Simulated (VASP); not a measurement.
**H: single point with PBE+D3(BJ)**

The system is H.

```
H
1.0
     5.82848    0.00000    0.00000
     0.00000    5.82848    0.00000
     0.00000    0.00000    5.82848
H
12
Direct
  0.07704 0.88124 0.86568
  0.08720 0.97950 0.94188
  0.42996 0.48936 0.90396
  0.31689 0.51430 0.92805
  0.38039 0.74651 0.31094
  0.29726 0.75258 0.20293
  0.67160 0.11643 0.52362
  0.58444 0.16589 0.61407
  0.98501 0.52702 0.16541
  0.94052 0.38703 0.18056
  0.78629 0.99884 0.16094
  0.65705 0.97255 0.15378
```

```yaml
Program: VASP 6.6.1
Task: single point
Functional: PBE
Dispersion: D3(BJ)
Potentials_or_basis: VASP PAW PBE potentials, release 64 (H)
Cutoff: 520 eV
k_mesh: 1 × 1 × 1
Occupations: fermi-dirac, width 0.02 eV
Spin: no spin polarisation
```

| Quantity | Value |
| --- | --- |
| Pressure | -0.1 GPa |
| Largest force | 2.603 eV/Å |
| Band gap on the k mesh | 9.01 eV |
| Dispersion energy per atom | -0.015 eV |

Forces on the atoms (eV/Å):
```
H   -0.054 -0.592 -0.535
H    0.088  0.613  0.405
H    2.392 -0.566 -0.583
H   -2.304  0.420  0.397
H   -0.839  0.112 -0.996
H    0.858 -0.005  1.181
H   -0.745  0.445  0.807
H    0.691 -0.372 -0.719
H   -0.776 -2.464  0.320
H    0.745  2.416 -0.233
H   -0.776 -0.150 -0.086
H    0.721  0.142  0.042
```

Stress tensor (GPa, compression positive):
```
 0.52 -0.77 -0.52
-0.77 -1.02  0.49
-0.52  0.49  0.08
```

Levels at points of the mesh, in eV from the valence-band top:
| k point | band 4 | band 5 | band 6 | band 7 | band 8 | band 9 |
| --- | --- | --- | --- | --- | --- | --- |
| (0.00, 0.00, 0.00) | -0.42 | -0.17 | 0.00 | 9.01 | 9.37 | 9.83 |

It took 22 s on 1 thread of Intel Xeon 8259CL (shared host), peak memory 0.28 GiB.

Caveat: the k points lie up to 1.08 Å⁻¹ apart.
